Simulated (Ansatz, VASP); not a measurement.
## CdHg3Se4 in VASP and in Ansatz

Contents of INCAR:

```
PREC = Accurate
ENCUT = 520
EDIFF = 1E-7
ISMEAR = 0
SIGMA = 0.2
LREAL = False
LASPH = True
NELM = 80
ALGO = Normal
ISIF = 2
LWAVE = False
LCHARG = True
GGA = PE
LELF = True
LVHAR = True
NBANDS = 46
```

Contents of KPOINTS:

```
regular mesh
0
Gamma
  4 4 4
```

Contents of POSCAR:

```
CdHg3Se4
1.0
    6.2444690000      0.0000000000      0.0000000000
    0.0000000000      6.2444690000      0.0000000000
    0.0000000000      0.0000000000      6.2444690000
Cd Hg Se
1 3 4
Direct
    0.0000000000      0.0000000000      0.0000000000
    0.5000000000      0.0000000000      0.5000000000
    0.5000000000      0.5000000000      0.0000000000
    0.0000000000      0.5000000000      0.5000000000
    0.7514980000      0.2485020000      0.2485020000
    0.7514980000      0.7514980000      0.7514980000
    0.2485020000      0.2485020000      0.7514980000
    0.2485020000      0.7514980000      0.2485020000
```

Input for Ansatz:

```yaml
crystal:
  lattice:
    - [6.244469, 0.0, 0.0]
    - [0.0, 6.244469, 0.0]
    - [0.0, 0.0, 6.244469]
  atoms:
    - { symbol: Cd, position: [0.0, 0.0, 0.0] }
    - { symbol: Hg, position: [0.5, 0.0, 0.5] }
    - { symbol: Hg, position: [0.5, 0.5, 0.0] }
    - { symbol: Hg, position: [0.0, 0.5, 0.5] }
    - { symbol: Se, position: [0.751498, 0.248502, 0.248502] }
    - { symbol: Se, position: [0.751498, 0.751498, 0.751498] }
    - { symbol: Se, position: [0.248502, 0.248502, 0.751498] }
    - { symbol: Se, position: [0.248502, 0.751498, 0.248502] }
basis:
  ecutwfc: 420
kpoints:
  mp_grid: { grid: [4, 4, 4] }
hamiltonian:
  xc: pbe
scf:
  occupations: { method: gaussian, width: 0.2 }
  lower_state_search: "off"
output:
  forces: true
  stress: true
  eigenvalues: true
```

Alike in both runs: task single point; functional PBE; k mesh 4 × 4 × 4; occupations gaussian, width 0.2 eV; no spin polarisation.

|  | VASP | Ansatz |
| --- | --- | --- |
| version | VASP 6.6.1 | Ansatz 0.2.0 |
| potentials or method | VASP PAW PBE potentials, release 64 (Cd, Hg, Se), cutoff 520 eV | scalar-relativistic, plane waves, PAW |
| valence electrons in the cell | 72 | 144 |

VASP gave:

- gap on the k mesh at the Fermi level (eV): none
- pressure (GPa): 0.2

Q: What did Ansatz give for the same quantities?

A: gap on the k mesh at the Fermi level (eV): none; pressure (GPa): 0.0.

A gap of «none» marks a metal or a gap that the smearing closes. VASP's potentials hold 72 valence electrons a cell and Ansatz's 144, so a difference there can come from the potentials and not from the codes.

Spin-orbit coupling is off throughout.
